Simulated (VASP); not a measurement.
# Li2O (Fm-3m) in VASP: further runs

Li2O is run at these levels: PBEsol; tasks: single point.

All numbers are computed with VASP 6.6.1; they aren't measurements. Logs are shortened: lines on timing, memory, paths and dates and some standing lists are left out, and cuts for length are marked.

### 1 The cell of the first run

Symmetry: Fm-3m, No. 225, cubic system. The conventional cell has a = 4.469 Å, b = 4.469 Å, c = 4.469 Å, α = 90.00°, β = 90.00°, γ = 90.00°. Within 2.6 Å of Li (site symmetry -43m) lie 4 O at 1.94 Å and 6 Li at 2.23 Å. O (site symmetry m-3m) has 8 Li at 1.94 Å within 2.6 Å.

### 2 Single point, PBEsol

File INCAR:

```
ALGO = Normal ; EDIFF = 1E-6
ENCUT = 750 ; GGA = PS
GGA_COMPAT = False ; ISIF = 2
ISMEAR = 0 ; LASPH = True
LCHARG = False ; LREAL = False
LWAVE = False ; NBANDS = 13
NELM = 120 ; PREC = Accurate
SIGMA = 0.01
```

File KPOINTS:

```
k-points
0
Gamma
  8 8 8
```

File POSCAR:

```
Li2O
1.0
    2.2346825888      2.2346825888      0.0000000000
   -2.2346825888      2.2346825888      0.0000000000
    0.0000000000      2.2346825888      2.2346825888
Li O
2 1
Direct
    0.2500000000      0.7500000000      0.5000000000
    0.7500000000      0.2500000000      0.5000000000
    0.0000000000      0.0000000000      0.0000000000
```

Potentials or basis: VASP PAW PBE potentials, release 64 (Li_sv, O).

The run is started by

```bash
$ cat potpaw_PBE.64/Li_sv/POTCAR potpaw_PBE.64/O/POTCAR > POTCAR
$ mpirun -np 1 vasp_std > vasp.out
```

OUTCAR:

```text
EDIFF = 1E-6
   ENCUT = 750
   GGA = PS
   ISIF = 2
   ISMEAR = 0
   LASPH = True
   LREAL = False
   NELM = 120
   PREC = Accurate

 ion  position               nearest neighbor table
   1  0.250  0.750  0.500-   3 1.94   3 1.94   3 1.94   3 1.94   2 2.23   2 2.23   2 2.23   2 2.23
                             2 2.23   2 2.23
   2  0.750  0.250  0.500-   3 1.94   3 1.94   3 1.94   3 1.94   1 2.23   1 2.23   1 2.23   1 2.23
                             1 2.23   1 2.23
   3  0.000  0.000  0.000-   2 1.94   1 1.94   1 1.94   2 1.94   1 1.94   2 1.94   2 1.94   1 1.94

  LATTYP: Found a face centered cubic cell.
 ALAT       =     4.4693651776

  Lattice vectors:

 A1 = (   0.0000000000,   2.2346825888,   2.2346825888)
 A2 = (   2.2346825888,   0.0000000000,   2.2346825888)
 A3 = (   2.2346825888,   2.2346825888,   0.0000000000)

Analysis of symmetry for initial positions (statically):
=====================================================================
 Subroutine PRICEL returns:
 Original cell was already a primitive cell.

 Routine SETGRP: Setting up the symmetry group for a
 face centered cubic supercell.

 Subroutine GETGRP returns: Found 48 space group operations
 (whereof 48 operations were pure point group operations)
 out of a pool of 48 trial point group operations.

The static configuration has the point symmetry O_h .

Analysis of symmetry for dynamics (positions and initial velocities):
=====================================================================
 Subroutine PRICEL returns:
 Original cell was already a primitive cell.

 Routine SETGRP: Setting up the symmetry group for a
 face centered cubic supercell.

 Subroutine GETGRP returns: Found 48 space group operations
 (whereof 48 operations were pure point group operations)
 out of a pool of 48 trial point group operations.

The dynamic configuration has the point symmetry O_h .

 Subroutine INISYM returns: Found 48 space group operations
 (whereof 48 operations are pure point group operations),
 and found     1 'primitive' translations

----------------------------------------------------------------------------------------

                                     Primitive cell

  volume of cell :      22.3191

  direct lattice vectors                    reciprocal lattice vectors
     2.234682589  2.234682589  0.000000000     0.223745423  0.223745423 -0.223745423
    -2.234682589  2.234682589  0.000000000    -0.223745423  0.223745423 -0.223745423
     0.000000000  2.234682589  2.234682589     0.000000000  0.000000000  0.447490845

  length of vectors
     3.160318425  3.160318425  3.160318425     0.387538440  0.387538440  0.447490845

  position of ions in fractional coordinates (direct lattice)
     0.250000000  0.750000000  0.500000000
     0.750000000  0.250000000  0.500000000
     0.000000000  0.000000000  0.000000000

  ion indices of the primitive-cell ions
   primitive index   ion index
                 1           1
                 2           2
                 3           3

----------------------------------------------------------------------------------------

 KPOINTS: k-points

Automatic generation of k-mesh.
 Grid dimensions read from file:
 generate k-points for:    8    8    8

 Generating k-lattice:

  Cartesian coordinates                     Fractional coordinates (reciprocal lattice)
     0.027968178  0.027968178 -0.027968178     0.125000000  0.000000000  0.000000000
    -0.027968178  0.027968178 -0.027968178     0.000000000  0.125000000  0.000000000
     0.000000000  0.000000000  0.055936356     0.000000000  0.000000000  0.125000000

  Length of vectors
     0.048442305  0.048442305  0.055936356

  Shift w.r.t. Gamma in fractional coordinates (k-lattice)
     0.000000000  0.000000000  0.000000000

 Subroutine IBZKPT returns following result:
 ===========================================

 Found     29 irreducible k-points:

 Following reciprocal coordinates:
            Coordinates               Weight
  0.000000  0.000000  0.000000      1.000000
  0.125000  0.000000  0.000000      8.000000
  0.250000  0.000000  0.000000      8.000000
  0.375000  0.000000  0.000000      8.000000
  0.500000  0.000000  0.000000      4.000000
  0.125000  0.125000  0.000000     12.000000
[... 16 lines left out ...]
  0.375000  0.250000  0.125000     48.000000
  0.500000  0.250000  0.125000     24.000000
 [... further k-points ...]
   k-points           NKPTS =     29   k-points in BZ     NKDIM =     29   number of bands    NBANDS=     13
   number of dos      NEDOS =    301   number of ions     NIONS =      3
   total plane-waves  NPLWV =  21952
   dimension x,y,z NGX =    28 NGY =   28 NGZ =   28
   dimension x,y,z NGXF=    56 NGYF=   56 NGZF=   56
   ions per type =               2   1
   NGX,Y,Z   is equivalent  to a cutoff of  14.73, 14.73, 14.73 a.u.
   NGXF,Y,Z  is equivalent  to a cutoff of  29.46, 29.46, 29.46 a.u.
 SYSTEM =  unknown system
   PREC   = accura    normal or accurate (medium, high low for compatibility)
   ISTART =      0    job   : 0-new  1-cont  2-samecut
   ICHARG =      2    charge: 1-file 2-atom 10-const
   ISPIN  =      1    spin polarized calculation?
   LNONCOLLINEAR =      F non collinear calculations
   LSORBIT =      F    spin-orbit coupling
   LASPH  =      T    aspherical Exc in radial PAW
   ENCUT  =  750.0 eV  55.12 Ry    7.42 a.u.   7.06  7.06  7.06*2*pi/ulx,y,z
   NELM   =    120;   NELMIN=  2; NELMDL= -5     # of ELM steps
   EDIFF  = 0.1E-05   stopping-criterion for ELM
   LREAL  =      F    real-space projection
   EDIFFG = 0.1E-04   stopping-criterion for IOM
   NSW    =      0    number of steps for IOM
   IBRION =     -1    ionic relax: 0-MD 1-quasi-New 2-CG
   NFREE  =      0    steps in history (QN), initial steepest desc. (CG)
   ISIF   =      2    stress and relaxation
   ISYM   =      2    0-nonsym 1-usesym 2-fastsym
   POTIM  = 0.5000    time-step for ionic-motion
   TEBEG  =    0.0;   TEEND  =   0.0 temperature during run
   PSTRESS=    0.0 pullay stress
   NELECT =      12.0000    total number of electrons
   NUPDOWN=      -1.0000    fix difference up-down
   EMIN   =  10.00;   EMAX   =-10.00  energy-range for DOS
   EFERMI =   0.00;   METHOD = LEGACY
   ISMEAR =     0;   SIGMA  =   0.01  broadening in eV -4-tet -1-fermi 0-gaus
   EFERMI_NEDOS =   21; number of points for ismear=-14 and -15
   IALGO  =     38    algorithm
   IMIX   =      4    mixing-type and parameters
     AMIX     =   0.40;   BMIX     =  1.00
     AMIX_MAG =   1.60;   BMIX_MAG =  1.00
  volume/ion in A,a.u.               =       7.44        50.21
  Fermi-wavevector in a.u.,A,eV,Ry     =   1.331198  2.515600 24.110731  1.772089
  Thomas-Fermi vector in A             =   2.460227
   LORBIT       =      0    0 simple, 1 ext, 2 COOP (PROOUT), +10 PAW based schemes
   GGA     = PS    functional components
   LHFCALC =     F    Hartree Fock is set to
   AEXX    =    0.0000 exact exchange contribution
   IVDW    =     0    specifies the selected vdW correction
   LEPSILON=     F    determine dielectric tensor
   LRPA    =     F    only Hartree local field effects (RPA)
 non-spin polarized calculation
 Gauss-broadening in eV      SIGMA  =   0.01
  energy-cutoff  :      750.00
  volume of cell :       22.32
 maximum number of plane-waves:      1056
   NGX = 15   NGY = 15   NGZ = 15

 number of electron      12.0000002 magnetization

 Free energy of the ion-electron system (eV)
  ---------------------------------------------------
  ext. energy  EPLUGINS =         0.00000000
  ---------------------------------------------------
  free energy    TOTEN  =       -14.71576948 eV

  energy without entropy =      -14.71576948  energy(sigma->0) =      -14.71576948

 E-fermi :   1.8455     XC(G=0): -10.3544

 val. band max:        1.7713110864   @ k =   0.0000   0.0000   0.0000
 cond. band min:       6.7714856671   @ k =   0.5000   0.5000   0.0000
 fundamental gap:      5.0001745807
 Fermi energy:         1.8455379743

 k-point     1 :       0.0000    0.0000    0.0000
  band No.  band energies     occupation
      1     -40.3376      2.00000
      2     -39.8595      2.00000
      3     -13.7428      2.00000
      4       1.7713      2.00000
      5       1.7713      2.00000
      6       1.7713      2.00000
      7       7.6872      0.00000
      8      14.1229      0.00000
      9      14.1229      0.00000
     10      14.1229      0.00000
     11      21.6437      0.00000
     12      21.6437      0.00000
     13      21.6437      0.00000

 k-point     2 :       0.1250    0.0000    0.0000
  band No.  band energies     occupation
      1     -40.3161      2.00000
      2     -39.8746      2.00000
      3     -13.7127      2.00000
      4       1.2136      2.00000
      5       1.6886      2.00000
      6       1.6886      2.00000
      7       8.0927      0.00000
      8      14.2161      0.00000
      9      14.3630      0.00000
     10      14.3630      0.00000
     11      20.1814      0.00000
     12      20.1814      0.00000
     13      22.2729      0.00000

 k-point     3 :       0.2500    0.0000    0.0000
  band No.  band energies     occupation
      1     -40.2563      2.00000
      2     -39.9190      2.00000
      3     -13.6348      2.00000
      4       0.0645      2.00000
      5       1.5014      2.00000
      6       1.5014      2.00000
      7       9.0839      0.00000
      8      14.1512      0.00000
      9      14.6402      0.00000
     10      14.6402      0.00000
     11      19.3126      0.00000
     12      19.3126      0.00000
     13      23.8067      0.00000
[... 305 lines left out ...]
 k-point    23 :       0.3750    0.2500    0.1250
  band No.  band energies     occupation
      1     -40.1481      2.00000
      2     -40.0022      2.00000
      3     -13.5135      2.00000
      4      -0.6839      2.00000
      5       0.6206      2.00000
      6       1.0475      2.00000
      7       9.6154      0.00000
      8      13.2115      0.00000
      9      15.5870      0.00000
     10      16.0695      0.00000
     11      18.3306      0.00000
     12      22.1739      0.00000
     13      25.5748      0.00000

 k-point    24 :       0.5000    0.2500    0.1250
  band No.  band energies     occupation
      1     -40.0730      2.00000
      2     -40.0720      2.00000
      3     -13.4835      2.00000
      4      -0.9619      2.00000
      5       0.6624      2.00000
      6       0.8520      2.00000
      7      10.0334      0.00000
      8      12.8155      0.00000
      9      15.5132      0.00000
     10      16.0206      0.00000
     11      20.3149      0.00000
     12      20.6049      0.00000
     13      26.1475      0.00000

 [... further k-points ...]

------------------------ aborting loop because EDIFF is reached ----------------------------------------

  FORCE on cell =-STRESS in cart. coord.  units (eV):
  Direction    XX          YY          ZZ          XY          YZ          ZX
  --------------------------------------------------------------------------------------
  -------------------------------------------------------------------------------------
  Total        1.0156723      1.0156723      1.0156723     -0.0000000     -0.0000000      0.0000000
  in kB       72.9099238     72.9099238     72.9099238     -0.0000000     -0.0000000      0.0000000
  external PRESSURE =      72.9099238 kB  Pullay stress =       0.0000000 kB

 VOLUME and BASIS-vectors are now :
 -----------------------------------------------------------------------------
  energy-cutoff  :      750.00
  volume of cell :       22.32
      direct lattice vectors                 reciprocal lattice vectors
     2.234682589  2.234682589  0.000000000     0.223745423  0.223745423 -0.223745423
    -2.234682589  2.234682589  0.000000000    -0.223745423  0.223745423 -0.223745423
     0.000000000  2.234682589  2.234682589     0.000000000  0.000000000  0.447490845

 POSITION                                       TOTAL-FORCE (eV/Angst)
 -----------------------------------------------------------------------------------
     -1.11734      3.35202      1.11734        -0.000000     -0.000000      0.000000
      1.11734      3.35202      1.11734         0.000000      0.000000     -0.000000
      0.00000      0.00000      0.00000        -0.000000      0.000000      0.000000
 -----------------------------------------------------------------------------------
    total drift:                                0.000000      0.000000     -0.000000

  FREE ENERGIE OF THE ION-ELECTRON SYSTEM (eV)
  ---------------------------------------------------
  free  energy   TOTEN  =       -14.7157694805 eV

  energy  without entropy=      -14.7157694805  energy(sigma->0) =      -14.71576948
```

Wall time 10 s (1 thread of AMD EPYC 7R43 (Zen 3), shared host); peak memory 0.12 GiB.

What came out:

| Property | Result |
| --- | --- |
| Free energy | -14.7158 eV |
| Pressure | 7.3 GPa |
| Band gap on the k mesh | 5.00 eV (least direct gap 5.92 eV) |

Caveat: the cell stands under pressure; the PAW data sets were made with another functional, which shifts forces and pressure a little. A k mesh can miss the band edges.

(Part 1 of 2 ends here.)
